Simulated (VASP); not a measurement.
# SiO2 (P4_2/mnm) in VASP: further runs, part 2 of 3

VASP 6.6.1.

## Step 3: Single point, LDA

This run uses another cell than the first one, of 8.49 Å³/atom, 1.231 times its volume.

INCAR reads:

```
SYSTEM = SiO2
ALGO = Normal
EDIFF = 1E-6
ENCUT = 520
ISIF = 2
ISMEAR = 0
LASPH = .TRUE.
LCHARG = .FALSE.
LREAL = .FALSE.
LWAVE = .FALSE.
NBANDS = 25
NELM = 100
PREC = Accurate
SIGMA = 0.05
```

KPOINTS reads:

```
k-points
0
G
  6 6 8
  0 0 0
```

POSCAR reads:

```
SiO2
1.0
    4.1801000000      0.0000000000      0.0000000000
    0.0000000000      4.1801000000      0.0000000000
    0.0000000000      0.0000000000      2.9168000000
Si O
2 4
Direct
    0.5000000000      0.5000000000      0.5000000000
    0.0000000000      0.0000000000      0.0000000000
    0.6944252994      0.6944252994      0.0000000000
    0.1944252994      0.8055747006      0.5000000000
    0.3055747006      0.3055747006      0.0000000000
    0.8055747006      0.1944252994      0.5000000000
```

Potentials or basis: VASP PAW LDA potentials, release 64 (Si, O).

Command:

```
> cat potpaw_LDA.64/Si/POTCAR potpaw_LDA.64/O/POTCAR > POTCAR
> mpirun -np 1 vasp_std > vasp.out
```

OUTCAR:

```text
SYSTEM = SiO2
   EDIFF = 1E-6
   ENCUT = 520
   ISIF = 2
   ISMEAR = 0
   LASPH = .TRUE.
   LREAL = .FALSE.
   NELM = 100
   PREC = Accurate

 ion  position               nearest neighbor table
   1  0.500  0.500  0.500-   4 1.81   6 1.81   5 1.86   3 1.86   3 1.86   5 1.86
   2  0.000  0.000  0.000-   3 1.81   5 1.81   4 1.86   6 1.86   4 1.86   6 1.86
   3  0.694  0.694  0.000-   2 1.81   1 1.86   1 1.86
   4  0.194  0.806  0.500-   1 1.81   2 1.86   2 1.86
   5  0.306  0.306  0.000-   2 1.81   1 1.86   1 1.86
   6  0.806  0.194  0.500-   1 1.81   2 1.86   2 1.86

  LATTYP: Found a simple tetragonal cell.
 ALAT       =     4.1801000000
 C/A-ratio  =     0.6977823497

  Lattice vectors:

 A1 = (   4.1801000000,   0.0000000000,   0.0000000000)
 A2 = (   0.0000000000,   4.1801000000,   0.0000000000)
 A3 = (   0.0000000000,   0.0000000000,   2.9168000000)

Analysis of symmetry for initial positions (statically):
=====================================================================
 Subroutine PRICEL returns:
 Original cell was already a primitive cell.

 Routine SETGRP: Setting up the symmetry group for a
 simple tetragonal supercell.

 Subroutine GETGRP returns: Found 16 space group operations
 (whereof  8 operations were pure point group operations)
 out of a pool of 16 trial point group operations.

The static configuration has the point symmetry D_2h.
 The point group associated with its full space group is D_4h.

Analysis of symmetry for dynamics (positions and initial velocities):
=====================================================================
 Subroutine PRICEL returns:
 Original cell was already a primitive cell.

 Routine SETGRP: Setting up the symmetry group for a
 simple tetragonal supercell.

 Subroutine GETGRP returns: Found 16 space group operations
 (whereof  8 operations were pure point group operations)
 out of a pool of 16 trial point group operations.

The dynamic configuration has the point symmetry D_2h.
 The point group associated with its full space group is D_4h.

 Subroutine INISYM returns: Found 16 space group operations
[... 125 lines left out ...]
     AMIX_MAG =   1.60;   BMIX_MAG =  1.00
  volume/ion in A,a.u.               =       8.49        57.32
  Fermi-wavevector in a.u.,A,eV,Ry     =   1.401839  2.649092 26.737527  1.965153
  Thomas-Fermi vector in A             =   2.524660
   LORBIT       =      0    0 simple, 1 ext, 2 COOP (PROOUT), +10 PAW based schemes
   GGA     = CA    functional components
   LHFCALC =     F    Hartree Fock is set to
   AEXX    =    0.0000 exact exchange contribution
   IVDW    =     0    specifies the selected vdW correction
   LEPSILON=     F    determine dielectric tensor
   LRPA    =     F    only Hartree local field effects (RPA)
 non-spin polarized calculation
 Gauss-broadening in eV      SIGMA  =   0.05
  energy-cutoff  :      520.00
  volume of cell :       50.97
 maximum number of plane-waves:      1403
 NGX is ok and might be reduce to    32
   NGX = 15   NGY = 15   NGZ = 11

 number of electron      31.9999974 magnetization

 Free energy of the ion-electron system (eV)
  ---------------------------------------------------
  ext. energy  EPLUGINS =         0.00000000
  ---------------------------------------------------
  free energy    TOTEN  =       -51.16321934 eV

  energy without entropy =      -51.16321934  energy(sigma->0) =      -51.16321934

 E-fermi :   7.1931     XC(G=0): -12.3078

 val. band max:        6.9301163816   @ k =   0.0000   0.0000   0.0000
 cond. band min:      10.6480733405   @ k =   0.0000   0.0000   0.0000
 fundamental gap:      3.7179569588
 Fermi energy:         7.1931400034

 k-point     1 :       0.0000    0.0000    0.0000
  band No.  band energies     occupation
      1     -14.4373      2.00000
      2     -10.9933      2.00000
      3     -10.9933      2.00000
      4     -10.6335      2.00000
      5      -3.4433      2.00000
      6       1.0506      2.00000
[... 661 lines left out ...]
     24      18.5745      0.00000
     25      19.9036      0.00000

 [... further k-points ...]
[... 5 lines left out ...]
  --------------------------------------------------------------------------------------
  -------------------------------------------------------------------------------------
  Total       -5.6388163     -5.6388163    -16.3697810      0.0000000      0.0000000      0.0000000
  in kB     -177.2631794   -177.2631794   -514.6043550      0.0000000      0.0000000      0.0000000
  external PRESSURE =    -289.7102379 kB  Pullay stress =       0.0000000 kB

 VOLUME and BASIS-vectors are now :
 -----------------------------------------------------------------------------
  energy-cutoff  :      520.00
  volume of cell :       50.97
      direct lattice vectors                 reciprocal lattice vectors
     4.180100000  0.000000000  0.000000000     0.239228727  0.000000000  0.000000000
     0.000000000  4.180100000  0.000000000     0.000000000  0.239228727  0.000000000
     0.000000000  0.000000000  2.916800000     0.000000000  0.000000000  0.342841470

 POSITION                                       TOTAL-FORCE (eV/Angst)
 -----------------------------------------------------------------------------------
      2.09005      2.09005      1.45840        -0.000000     -0.000000      0.000000
      0.00000      0.00000      0.00000        -0.000000     -0.000000      0.000000
      2.90277      2.90277      0.00000         0.108352      0.108352      0.000000
      0.81272      3.36738      1.45840         0.108352     -0.108352      0.000000
      1.27733      1.27733      0.00000        -0.108352     -0.108352     -0.000000
      3.36738      0.81272      1.45840        -0.108352      0.108352      0.000000
 -----------------------------------------------------------------------------------
    total drift:                                0.000000      0.000000     -0.000000

  FREE ENERGIE OF THE ION-ELECTRON SYSTEM (eV)
  ---------------------------------------------------
  free  energy   TOTEN  =       -51.1632193397 eV

  energy  without entropy=      -51.1632193397  energy(sigma->0) =      -51.16321934
```

OSZICAR:

```text
N       E                     dE             d eps       ncg     rms          rms(c)
DAV:   1     0.125232967467E+03    0.12523E+03   -0.17328E+04  2516   0.122E+03
DAV:   2    -0.488569810819E+02   -0.17409E+03   -0.16572E+03  3146   0.270E+02
DAV:   3    -0.559092791470E+02   -0.70523E+01   -0.70166E+01  3295   0.520E+01
DAV:   4    -0.559575579742E+02   -0.48279E-01   -0.48260E-01  3015   0.499E+00
DAV:   5    -0.559579805636E+02   -0.42259E-03   -0.42249E-03  3317   0.445E-01    0.160E+01
DAV:   6    -0.512471215731E+02    0.47109E+01   -0.13557E+01  3108   0.242E+01    0.737E+00
DAV:   7    -0.512069787350E+02    0.40143E-01   -0.59827E-01  3026   0.459E+00    0.274E+00
DAV:   8    -0.511700495080E+02    0.36929E-01   -0.28166E-02  3168   0.140E+00    0.103E+00
DAV:   9    -0.511632199696E+02    0.68295E-02   -0.60405E-03  3111   0.657E-01    0.221E-01
DAV:  10    -0.511632435697E+02   -0.23600E-04   -0.55299E-04  3125   0.158E-01    0.708E-02
DAV:  11    -0.511632204088E+02    0.23161E-04   -0.52553E-05  3172   0.528E-02    0.306E-02
DAV:  12    -0.511632193875E+02    0.10213E-05   -0.57780E-06  2978   0.163E-02    0.224E-03
DAV:  13    -0.511632193397E+02    0.47800E-07   -0.21629E-07  1890   0.303E-03
   1 F= -.51163219E+02 E0= -.51163219E+02  d E =-.939632E-16
```

stdout:

```text
POSCAR found type information on POSCAR SiO
 POSCAR found :  2 types and       6 ions
 scaLAPACK will be used
 LDA part: xc-table for (Slater(with rela. corr.)+CA(PZ))
 , standard interpolation
 POSCAR, INCAR and KPOINTS ok, starting setup
 FFT: planning ... GRIDC
 FFT: planning ... GRID_SOFT
 FFT: planning ... GRID
 WAVECAR not read
 entering main loop
```

Run time: 82 s. Hardware: 1 thread of AMD EPYC 7R13, shared host; peak memory 0.14 GiB.

What came out:

| Quantity | Value |
| --- | --- |
| Free energy | -51.1632 eV |
| Pressure | -29.0 GPa |
| Largest force | 0.153 eV/Å |
| Band gap on the k mesh | 3.72 eV, direct |

Forces in eV/Å, atoms in the order of the input:
```
Si   0.000  0.000  0.000
Si   0.000  0.000  0.000
O    0.108  0.108  0.000
O    0.108 -0.108  0.000
O   -0.108 -0.108  0.000
O   -0.108  0.108  0.000
```

Levels at points of the mesh, in eV from the valence-band top:
```tsv
k point	band 12	band 13	band 14	band 15	band 16	band 17	band 18	band 19	band 20	band 21
(0.00, 0.00, 0.00)	-3.17	-2.62	-0.72	-0.72	0.00	3.72	4.98	6.52	6.52	9.35
(0.50, 0.00, 0.00)	-3.47	-2.69	-2.69	-0.88	-0.88	5.89	5.89	7.23	7.23	11.13
(0.50, 0.50, 0.00)	-3.35	-2.75	-2.75	-1.71	-1.71	5.60	5.60	8.27	8.27	12.37
(0.00, 0.00, 0.50)	-4.17	-2.93	-2.93	-2.28	-2.28	7.84	7.84	11.36	11.36	11.82
(0.50, 0.00, 0.50)	-3.60	-1.88	-1.88	-1.46	-1.46	7.75	7.75	9.48	9.48	11.75
(0.50, 0.50, 0.50)	-3.92	-1.34	-1.34	-1.26	-1.26	6.15	6.15	10.48	10.48	10.96
```

LDA gaps usually lie below the measured ones, often by a third to a half.

## Step 4: Single point, LDA

This run uses another cell than the first one, of 8.61 Å³/atom, 1.247 times its volume.

INCAR reads:

```
SYSTEM = SiO2
  PREC = Accurate
  ENCUT = 520
  EDIFF = 1E-7
  ISMEAR = 0
  SIGMA = 0.05
  LREAL = .FALSE.
  LASPH = .TRUE.
  NELM = 60
  ALGO = Normal
  ISIF = 2
  LWAVE = .FALSE.
  LCHARG = .FALSE.
  NBANDS = 25
```

KPOINTS reads:

```
regular mesh
0
G
  6 6 8
  0 0 0
```

Changes to POSCAR since step 3:

```diff
@@ -2,5 +2,5 @@
 1.0
-    4.1801000000      0.0000000000      0.0000000000
-    0.0000000000      4.1801000000      0.0000000000
-    0.0000000000      0.0000000000      2.9168000000
+    4.2549000000      0.0000000000      0.0000000000
+    0.0000000000      4.2549000000      0.0000000000
+    0.0000000000      0.0000000000      2.8529000000
 Si O
```

Command:

```
> cat potpaw_LDA.64/Si/POTCAR potpaw_LDA.64/O/POTCAR > POTCAR
> mpirun -np 1 vasp_std > vasp.out
```

Run time: 92 s. Hardware: 1 thread of AMD EPYC 7R13, shared host; peak memory 0.14 GiB.

The run converged. Its results:

```
Free energy            : -51.2707 eV
Pressure               : -31.3 GPa
Largest force          : 0.219 eV/Å
Band gap on the k mesh : 3.65 eV, direct
```

Forces in eV/Å, atoms in the order of the input:
```
Si   0.000  0.000  0.000
Si   0.000  0.000  0.000
O   -0.155 -0.155  0.000
O   -0.155  0.155  0.000
O    0.155  0.155  0.000
O    0.155 -0.155  0.000
```

Stress tensor (GPa, compression positive):
```
-24.16   0.00   0.00
  0.00 -24.16   0.00
  0.00   0.00 -45.55
```

Levels at points of the mesh, in eV from the valence-band top:
```tsv
k point	band 13	band 14	band 15	band 16	band 17	band 18	band 19	band 20
(0.00, 0.00, 0.00)	-2.57	-0.79	-0.79	0.00	3.65	5.36	6.86	6.86
(0.50, 0.00, 0.00)	-2.64	-2.64	-0.92	-0.92	5.95	5.95	7.51	7.51
(0.50, 0.50, 0.00)	-2.64	-2.64	-1.84	-1.84	5.69	5.69	8.44	8.44
(0.00, 0.00, 0.50)	-2.82	-2.82	-2.32	-2.32	7.59	7.59	11.33	11.33
(0.50, 0.00, 0.50)	-1.99	-1.99	-1.52	-1.52	7.50	7.50	8.97	8.97
(0.50, 0.50, 0.50)	-1.47	-1.47	-1.32	-1.32	5.89	5.89	10.18	10.18
```

As with any semilocal functional, this LDA gap is likely too small.

## Step 5: Single point, LDA

This run uses another cell than the first one, of 8.58 Å³/atom, 1.243 times its volume.

INCAR reads:

```
  PREC = Accurate
  ENCUT = 520
  EDIFF = 1E-6
  ISMEAR = 0
  SIGMA = 0.05
  LREAL = F
  LASPH = T
  NELM = 100
  ALGO = Normal
  ISIF = 2
  LWAVE = F
  LCHARG = F
  GGA = CA
  NBANDS = 25
```

KPOINTS reads:

```
Automatic mesh
0
Gamma
  6 6 8
```

Changes to POSCAR since step 4:

```diff
@@ -2,5 +2,5 @@
 1.0
-    4.2549000000      0.0000000000      0.0000000000
-    0.0000000000      4.2549000000      0.0000000000
-    0.0000000000      0.0000000000      2.8529000000
+    4.1551517022      0.0000000000      0.0000000000
+    0.0000000000      4.1551517022      0.0000000000
+    0.0000000000      0.0000000000      2.9807000000
 Si O
```

Command:

```
> cat potpaw_LDA.64/Si/POTCAR potpaw_LDA.64/O/POTCAR > POTCAR
> mpirun -np 1 vasp_std > vasp.out
```

Run time: 80 s. Hardware: 1 thread of AMD EPYC 7R13, shared host; peak memory 0.14 GiB.

It converged, with:

- Free energy: -50.8507 eV
- Pressure: -30.9 GPa
- Largest force: 0.352 eV/Å
- Band gap on the k mesh: 3.48 eV, direct

Forces in eV/Å, atoms in the order of the input:
```
Si   0.000  0.000  0.000
Si   0.000  0.000  0.000
O    0.249  0.249  0.000
O    0.249 -0.249  0.000
O   -0.249 -0.249  0.000
O   -0.249  0.249  0.000
```

Stress tensor (GPa, compression positive):
```
-17.23   0.00   0.00
  0.00 -17.23   0.00
  0.00   0.00 -58.14
```

Levels at points of the mesh, in eV from the valence-band top:
```
           k point  band 12  band 13  band 14  band 15  band 16  band 17  band 18  band 19  band 20  band 21
(0.00, 0.00, 0.00)    -3.15    -2.59    -0.66    -0.66     0.00     3.48     4.70     6.19     6.19     9.00
(0.50, 0.00, 0.00)    -3.38    -2.64    -2.64    -0.83    -0.83     5.67     5.67     6.95     6.95    11.02
(0.50, 0.50, 0.00)    -3.35    -2.78    -2.78    -1.55    -1.55     5.36     5.36     8.04     8.04    12.09
(0.00, 0.00, 0.50)    -4.03    -2.90    -2.90    -2.17    -2.17     7.75     7.75    11.20    11.20    11.33
(0.50, 0.00, 0.50)    -3.50    -1.75    -1.75    -1.37    -1.37     7.70     7.70     9.62     9.62    11.50
(0.50, 0.50, 0.50)    -3.75    -1.21    -1.21    -1.16    -1.16     6.10     6.10    10.56    10.56    10.83
```

[end of part 2 of 3]
